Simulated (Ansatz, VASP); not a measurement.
# SnBr4Cl: VASP beside Ansatz

```
Sn Br Cl
1.0
     0.00000    4.50852    4.50852
     4.50852    0.00000    4.50852
     4.50852    4.50852    0.00000
Sn Br Cl
1 4 1
Direct
  0.25000 0.25000 0.25000
  0.12401 0.62533 0.62533
  0.62533 0.12401 0.62533
  0.62533 0.62533 0.12401
  0.62533 0.62533 0.62533
  0.00000 0.00000 0.00000
```

Change from the starting cell: species swapped into the ErInCo4 type (F-43m, No. 216).

Alike in both runs: task single point; functional PBE; k mesh 4 × 4 × 4; occupations gaussian, width 0.1 eV; no spin polarisation.

|  | VASP | Ansatz |
| --- | --- | --- |
| version | VASP 6.6.1 | Ansatz 0.2.0 |
| potentials or method | VASP PAW PBE potentials, release 64 (Sn_d, Br, Cl), cutoff 520 eV | scalar-relativistic, plane waves, PAW |
| valence electrons in the cell | 49 | 49 |

|  | VASP | Ansatz | Ansatz less VASP |
| --- | --- | --- | --- |
| gap on the k mesh at the Fermi level (eV) | none | none | - |
| pressure (GPa) | -2.5 | -2.5 | +0.02 |
| rms of the force components (eV/Å) | 0.030 | 0.030 | 0.0000 |

Atom by atom the forces differ by 0.000 eV/Å (rms over components). A gap of «none» marks a metal or a gap that the smearing closes. The functional is the same, so the differences come from potentials, cutoffs and numerics.
